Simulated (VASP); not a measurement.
Write the native input for VASP 6.6.1 that does the following.

- Task: single point
- Functional: LDA
- Potentials or basis: VASP PAW LDA potentials, release 64 (Te, Mo_sv)
- Cutoff: 520 eV
- k mesh: 12 × 12 × 2
- Occupations: gaussian, width 0.02 eV
- Spin: no spin polarisation
- Dipole correction: no
- Further INCAR settings: ALGO = Normal; EDIFF = 1e-07; NBANDS = 20

The structure of Te2Mo lies in POSCAR:

```
Te2Mo
1.0
    3.4665480215      0.0000000000      0.0000000000
   -1.7332740108      3.0021186501      0.0000000000
    0.0000000000      0.0000000000     17.5198113284
Te Mo
2 1
Direct
    0.3333333333      0.6666666667      0.8975342416
    0.3333333333      0.6666666667      0.1024657584
    0.0000000000      0.0000000000      0.0000000000
```

The input as run:

INCAR

```
SYSTEM = Te2Mo
ALGO = Normal
EDIFF = 1E-7
ENCUT = 520
ISIF = 2
ISMEAR = 0
LASPH = .True.
LCHARG = .True.
LELF = .True.
LREAL = .False.
LVHAR = .True.
LWAVE = .False.
NBANDS = 20
NELM = 60
PREC = Accurate
SIGMA = 0.02
```

KPOINTS

```
k-points
0
Gamma
  12 12 2
  0 0 0
```

Potentials or basis: VASP PAW LDA potentials, release 64 (Te, Mo_sv).

Run with:

```bash
$ cat potpaw_LDA.64/Te/POTCAR potpaw_LDA.64/Mo_sv/POTCAR > POTCAR
$ mpirun -np 1 vasp_std > vasp.out
```

It gave:

```json
{"Largest force": "0.053 eV/Å", "Band gap on the k mesh": "1.24 eV"}
```

Caveat: spin-orbit coupling is left out, which moves the levels of the heavy elements.

It took 6 min on 1 thread of Intel Xeon 8259CL, on a shared host, peak memory 0.33 GiB.
